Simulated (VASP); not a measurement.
# CuO in VASP: notebook

Runs on CuO. Level: PBE+U. Tasks: single point.

All numbers are computed with VASP 6.6.1; they aren't measurements. Logs are shortened: lines on timing, memory, paths and dates and some standing lists are left out, and cuts for length are marked.

### Step 1. The cell of the first run

Symmetry: Cc, No. 9, monoclinic system. Conventional cell: a = 4.689 Å, b = 3.427 Å, c = 5.132 Å, α = 90.00°, β = 99.65°, γ = 90.00°. Cu (site symmetry 1) has 4 O at 1.91 to 2.02 Å within 2.5 Å. O (site symmetry 1) has 4 Cu at 1.91 to 2.02 Å within 2.5 Å.

### Step 2. Single point, PBE+U, collinear spin

Contents of INCAR:

```
PREC     = Accurate       # precision mode
ENCUT    = 520            # plane-wave cutoff, eV
EDIFF    = 1E-6           # SCF threshold, eV
ISMEAR   = 0              # smearing method
SIGMA    = 0.05           # smearing width, eV
LREAL    = F              # projectors in reciprocal space
LASPH    = T              # aspherical terms in the spheres
NELM     = 150            # most SCF steps
ALGO     = Normal         # electronic algorithm
ISIF     = 2              # what is computed and relaxed
LWAVE    = F              # write WAVECAR
LCHARG   = F              # write CHGCAR
ISPIN    = 2              # spin polarisation
MAGMOM   = 1 1 0 0        # initial moments
LORBIT   = 11             # projections on sites
LMAXMIX  = 4              # l up to which the mixer works
LDAU     = T              # DFT+U
LDAUTYPE = 2            
LDAUL    = 2 -1           # shell
LDAUU    = 4 0            # U, eV
LDAUJ    = 0 0          
LDAUPRINT= 1            
GGA      = PE             # functional
NBANDS   = 29             # bands
```

Contents of KPOINTS:

```
regular mesh
0
Gamma
  8 8 6
```

Contents of POSCAR:

```
CuO
1.0
    2.3446497598     -1.7133998245      0.0000000000
    2.3446497598      1.7133998245      0.0000000000
   -0.8605499118      0.0000000000      5.0594394815
Cu O
2 2
Direct
    0.0032000000      0.4968000000      0.0000000000
    0.4968000000      0.0032000000      0.5000000000
    0.5714000000      0.4056000000      0.2537000000
    0.4056000000      0.5714000000      0.7537000000
```

Potentials or basis: VASP PAW PBE potentials, release 64 (Cu, O).

Launch:

```
cat potpaw_PBE.64/Cu/POTCAR potpaw_PBE.64/O/POTCAR > POTCAR
mpirun -np 1 vasp_std > vasp.out
```

OUTCAR:

```text
PREC = Accurate
   ENCUT = 520
   EDIFF = 1E-6
   ISMEAR = 0
   LREAL = F
   LASPH = T
   NELM = 150
   ISIF = 2
   ISPIN = 2
   LORBIT = 11
   GGA = PE

 ion  position               nearest neighbor table
   1  0.003  0.497  0.000-   4 1.91   3 1.93   4 1.98   3 2.02
   2  0.497  0.003  0.500-   3 1.91   4 1.93   3 1.98   4 2.02
   3  0.571  0.406  0.254-   2 1.91   1 1.93   2 1.98   1 2.02
   4  0.406  0.571  0.754-   1 1.91   2 1.93   1 1.98   2 2.02

  LATTYP: Found a base centered monoclinic cell.
 ALAT       =     4.6892995196
 B/A-ratio  =     0.7307700510
 C/A-ratio  =     1.0944283423
 COS(beta)  =    -0.1676798048

  Lattice vectors:

 A1 = (   2.3446497598,  -1.7133998245,   0.0000000000)
 A2 = (   2.3446497598,   1.7133998245,   0.0000000000)
 A3 = (  -0.8605499118,   0.0000000000,   5.0594394815)

Analysis of symmetry for initial positions (statically):
=====================================================================
 Subroutine PRICEL returns:
 Original cell was already a primitive cell.

 Routine SETGRP: Setting up the symmetry group for a
 base centered monoclinic supercell.

 Subroutine GETGRP returns: Found  2 space group operations
 (whereof  1 operations were pure point group operations)
 out of a pool of  4 trial point group operations.

The static configuration has the point symmetry C_1 .
 The point group associated with its full space group is C_1h.

Analysis of symmetry for dynamics (positions and initial velocities):
=====================================================================
 Subroutine PRICEL returns:
 Original cell was already a primitive cell.

 Routine SETGRP: Setting up the symmetry group for a
 base centered monoclinic supercell.

 Subroutine GETGRP returns: Found  2 space group operations
 (whereof  1 operations were pure point group operations)
 out of a pool of  4 trial point group operations.

The dynamic configuration has the point symmetry C_1 .
[... 220 lines left out ...]
  o =  0.9657  v =  0.0000  0.0000  0.0000  0.0000  0.0000 -0.0834 -0.0485  0.1421  0.3534  0.9196      0.0000  0.0000  0.0000  0.0000  0.0000  0.0000  0.0000  0.0000  0.0000  0.0000
  o =  0.9671  v =  0.0000  0.0000  0.0000  0.0000  0.0000 -0.1505  0.7835 -0.3233 -0.4442  0.2483      0.0000  0.0000  0.0000  0.0000  0.0000  0.0000  0.0000  0.0000  0.0000  0.0000
  o =  0.9728  v =  0.0481 -0.6300  0.3506  0.5793  0.3772  0.0000  0.0000  0.0000  0.0000  0.0000      0.0000  0.0000  0.0000  0.0000  0.0000  0.0000  0.0000  0.0000  0.0000  0.0000
  o =  0.9738  v = -0.1360  0.4675 -0.0411 -0.0234  0.8722  0.0000  0.0000  0.0000  0.0000  0.0000      0.0000  0.0000  0.0000  0.0000  0.0000  0.0000  0.0000  0.0000  0.0000  0.0000
  o =  0.9756  v =  0.0000  0.0000  0.0000  0.0000  0.0000 -0.4848  0.2123  0.8312 -0.1288 -0.1117      0.0000  0.0000  0.0000  0.0000  0.0000  0.0000  0.0000  0.0000  0.0000  0.0000
  o =  0.9792  v = -0.4772  0.1991  0.8298 -0.1510 -0.1461  0.0000  0.0000  0.0000  0.0000  0.0000      0.0000  0.0000  0.0000  0.0000  0.0000  0.0000  0.0000  0.0000  0.0000  0.0000
  o =  1.0273  v =  0.0828  0.5637  0.0065  0.7768 -0.2681  0.0000  0.0000  0.0000  0.0000  0.0000      0.0000  0.0000  0.0000  0.0000  0.0000  0.0000  0.0000  0.0000  0.0000  0.0000

 number of electron      33.9999999 magnetization       1.9965559

 Free energy of the ion-electron system (eV)
  ---------------------------------------------------
  ext. energy  EPLUGINS =         0.00000000
  ---------------------------------------------------
  free energy    TOTEN  =       -17.07240037 eV

  energy without entropy =      -17.07228511  energy(sigma->0) =      -17.07234274

 E-fermi :   5.4113     XC(G=0): -11.8485

 val. band max:        5.3161811269   @ k =   0.5000   0.3750  -0.0000
 cond. band min:       5.4267914872   @ k =  -0.3750   0.3750   0.0000
 fundamental gap:      0.1106103603
 Fermi energy:         5.4112965393

 spin component 1

 k-point     1 :       0.0000    0.0000    0.0000
  band No.  band energies     occupation
      1     -14.2148      1.00000
      2     -12.8739      1.00000
      3      -2.8457      1.00000
      4      -1.7222      1.00000
      5      -1.3579      1.00000
      6       0.3251      1.00000
[... 1529 lines left out ...]
     28      25.3227      0.00000
     29      26.9016      0.00000

 [... further k-points ...]

------------------------ aborting loop because EDIFF is reached ----------------------------------------

  FORCE on cell =-STRESS in cart. coord.  units (eV):
  Direction    XX          YY          ZZ          XY          YZ          ZX
  --------------------------------------------------------------------------------------
  -------------------------------------------------------------------------------------
  Total        1.0839429      1.2985607      1.3513616      0.0000000      0.0000000     -0.0605159
  in kB       42.7216370     51.1804083     53.2614593      0.0000000      0.0000000     -2.3851247
  external PRESSURE =      49.0545015 kB  Pullay stress =       0.0000000 kB

 VOLUME and BASIS-vectors are now :
 -----------------------------------------------------------------------------
  energy-cutoff  :      520.00
  volume of cell :       40.65
      direct lattice vectors                 reciprocal lattice vectors
     2.344649760 -1.713399824  0.000000000     0.213251467 -0.291817469  0.036271514
     2.344649760  1.713399824  0.000000000     0.213251467  0.291817469  0.036271514
    -0.860549912  0.000000000  5.059439482     0.000000000  0.000000000  0.197650353

 POSITION                                       TOTAL-FORCE (eV/Angst)
 -----------------------------------------------------------------------------------
      1.17232      0.84573      0.00000        -0.692046      0.301664      0.291818
      0.74205     -0.84573      2.52972        -0.692046     -0.301664      0.291818
      2.07240     -0.28408      1.28358         0.692046      0.100272     -0.291818
      1.64213      0.28408      3.81330         0.692046     -0.100272     -0.291818
 -----------------------------------------------------------------------------------
    total drift:                               -0.000459      0.000000     -0.000357

  FREE ENERGIE OF THE ION-ELECTRON SYSTEM (eV)
  ---------------------------------------------------
  free  energy   TOTEN  =       -17.0724003705 eV

  energy  without entropy=      -17.0722851067  energy(sigma->0) =      -17.07234274

 total charge

# of ion       s       p       d       tot
------------------------------------------
    1        0.378   0.390   9.144   9.912
    2        0.378   0.390   9.144   9.912
    3        1.558   3.439   0.000   4.997
    4        1.558   3.439   0.000   4.997
--------------------------------------------------
tot          3.870   7.659  18.288  29.818

 magnetization (x)

# of ion       s       p       d       tot
------------------------------------------
    1       -0.003   0.004   0.660   0.661
    2       -0.003   0.004   0.660   0.661
    3        0.020   0.278   0.000   0.297
    4        0.020   0.278   0.000   0.297
--------------------------------------------------
tot          0.033   0.564   1.321   1.917
```

It took 4.6 min on 1 thread of Intel Xeon Platinum 8488C (Sapphire Rapids), shared host; peak memory 0.31 GiB.

Results:

```yaml
Free_energy: -17.0724 eV
Pressure: 4.9 GPa
Largest_force: 0.809 eV/Å
Band_gap_on_the_k_mesh: zero (filled and empty bands overlap)
Net_moment: 2.00 μB per cell
Site_moments: Cu +0.66; O +0.30 μB
Valence_electrons_inside_the_program's_atomic_spheres: Cu 9.91; O 5.00
```

Forces in eV/Å, atoms in the order of the input:
```
Cu  -0.692  0.302  0.292
Cu  -0.692 -0.302  0.292
O    0.692  0.100 -0.292
O    0.692 -0.100 -0.292
```

Levels at points of the mesh, in eV from the Fermi level:
Spin up:
```
           k point  band 16  band 17  band 18  band 19  band 20  band 21
(0.00, 0.00, 0.00)    -2.32    -0.65    -0.12     1.63     6.34     8.20
(0.50, 0.00, 0.00)    -2.04    -1.08    -0.74     5.12     6.57     7.10
(0.50, 0.50, 0.00)    -2.70    -1.63     0.02     3.69     7.13     8.85
(0.00, 0.00, 0.50)    -2.01    -0.76    -0.76     3.96     3.96    11.81
(0.50, 0.00, 0.50)    -2.73    -1.28    -0.30     5.45     6.61     8.41
(0.50, 0.50, 0.50)    -2.36    -1.82    -1.82     5.41     5.41     9.16
```
Spin down:
| k point | band 14 | band 15 | band 16 | band 17 | band 18 | band 19 |
| --- | --- | --- | --- | --- | --- | --- |
| (0.00, 0.00, 0.00) | -2.23 | -2.17 | -1.70 | 1.26 | 1.92 | 2.09 |
| (0.50, 0.00, 0.00) | -2.47 | -2.16 | -1.49 | 1.23 | 1.54 | 5.24 |
| (0.50, 0.50, 0.00) | -3.08 | -2.16 | -1.33 | 0.10 | 2.31 | 3.69 |
| (0.00, 0.00, 0.50) | -3.06 | -1.49 | -1.49 | 1.49 | 1.49 | 4.27 |
| (0.50, 0.00, 0.50) | -2.58 | -2.25 | -2.17 | 0.89 | 1.86 | 5.59 |
| (0.50, 0.50, 0.50) | -2.51 | -1.75 | -1.75 | 0.90 | 0.90 | 5.47 |

Eigenvalues of the final occupation matrices:
| site | spin | trace | eigenvalues |
| --- | --- | --- | --- |
| site 1 d | 1 | 4.91 | 0.96 0.97 0.97 0.98 1.03 |
| site 1 d | 2 | 4.25 | 0.39 0.95 0.97 0.97 0.98 |
| site 2 d | 1 | 4.91 | 0.96 0.97 0.97 0.98 1.03 |
| site 2 d | 2 | 4.25 | 0.39 0.95 0.97 0.97 0.98 |

Caveat: the cell stands under pressure; semilocal functionals underestimate gaps, and a narrow one can read as zero.

### Step 3. Single point, PBE+U, collinear spin

Contents of INCAR:

```
  ALGO = Normal
  EDIFF = 1E-6
  ENCUT = 520
  GGA = PE
  ISIF = 2
  ISMEAR = 0
  ISPIN = 2
  LASPH = True
  LCHARG = False
  LDAU = True
  LDAUJ = 0 0
  LDAUL = 2 -1
  LDAUPRINT = 1
  LDAUTYPE = 2
  LDAUU = 4 0
  LMAXMIX = 4
  LORBIT = 11
  LREAL = False
  LWAVE = False
  MAGMOM = 0.66 0.66 0 0
  NBANDS = 29
  NELM = 150
  PREC = Accurate
  SIGMA = 0.05
```

Contents of KPOINTS:

```
k-points
0
Gamma
  8 8 6
```

Contents of POSCAR:

```
CuO
1.0
    2.2939308401     -1.7301203119      0.0420370061
    2.2939308401      1.7301203119      0.0420370061
   -0.7512244787      0.0000000000      5.1075602142
Cu O
2 2
Direct
   -0.0057492627      0.4942448773      0.0018494262
    0.4942448773     -0.0057492627      0.5018494262
    0.5544329340      0.4340714513      0.2518505738
    0.4340714513      0.5544329340      0.7518505738
```

Potentials or basis: VASP PAW PBE potentials, release 64 (Cu, O).

Launch:

```
cat potpaw_PBE.64/Cu/POTCAR potpaw_PBE.64/O/POTCAR > POTCAR
mpirun -np 1 vasp_std > vasp.out
```

Wall time 3.9 min (1 thread of Intel Xeon Platinum 8488C (Sapphire Rapids), shared host); peak memory 0.31 GiB.

Results (log left out):

| Property | Result |
| --- | --- |
| Free energy | -17.1308 eV |
| Pressure | 6.9 GPa |
| Largest force | 0.004 eV/Å |
| Band gap on the k mesh | zero (filled and empty bands overlap) |
| Net moment | 1.99 μB per cell |
| Site moments | Cu +0.66; O +0.30 μB |
| Valence electrons inside the program's atomic spheres | Cu 9.94; O 5.01 |

Forces in eV/Å, atoms in the order of the input:
```
Cu   0.000  0.000  0.001
Cu   0.000  0.000  0.001
O    0.000 -0.004 -0.001
O    0.000  0.004 -0.001
```

Stress tensor (GPa, compression positive):
```
7.01 0.00 0.29
0.00 7.35 0.00
0.29 0.00 6.29
```

Levels at points of the mesh, in eV from the Fermi level:
Spin up:
```csv
k point,band 15,band 16,band 17,band 18,band 19,band 20,band 21,band 22
"(0.00, 0.00, 0.00)",-2.87,-2.51,-0.62,-0.08,1.63,6.52,7.93,14.13
"(0.50, 0.00, 0.00)",-2.85,-2.12,-0.96,-0.67,4.54,6.62,6.98,11.55
"(0.50, 0.50, 0.00)",-3.62,-2.68,-1.83,0.08,3.38,7.51,8.46,10.41
"(0.00, 0.00, 0.50)",-2.12,-2.12,-0.80,-0.80,3.92,3.92,11.83,11.83
"(0.50, 0.00, 0.50)",-3.14,-2.75,-1.34,-0.31,5.19,6.58,8.24,8.96
"(0.50, 0.50, 0.50)",-2.44,-2.44,-1.89,-1.89,5.13,5.13,9.29,9.29
```
Spin down:
```
           k point  band 14  band 15  band 16  band 17  band 18  band 19
(0.00, 0.00, 0.00)    -2.42    -2.33    -1.91     1.32     1.91     2.12
(0.50, 0.00, 0.00)    -2.50    -2.29    -1.57     1.37     1.57     4.63
(0.50, 0.50, 0.00)    -3.16    -2.14    -1.42     0.00     2.40     3.36
(0.00, 0.00, 0.50)    -3.17    -1.58    -1.58     1.46     1.46     4.23
(0.50, 0.00, 0.50)    -2.64    -2.34    -2.24     0.93     1.82     5.33
(0.50, 0.50, 0.50)    -2.54    -1.86    -1.86     0.90     0.90     5.17
```

Eigenvalues of the final occupation matrices:
```tsv
site	spin	trace	eigenvalues
site 1 d	1	4.91	0.96 0.97 0.97 0.98 1.03
site 1 d	2	4.26	0.40 0.95 0.97 0.97 0.98
site 2 d	1	4.91	0.96 0.97 0.97 0.98 1.03
site 2 d	2	4.26	0.40 0.95 0.97 0.97 0.98
```

Caveat: the cell stands under pressure; semilocal functionals underestimate gaps, and a narrow one can read as zero.

The gap in the log of VASP goes by the Fermi energy; the results here count the filled bands.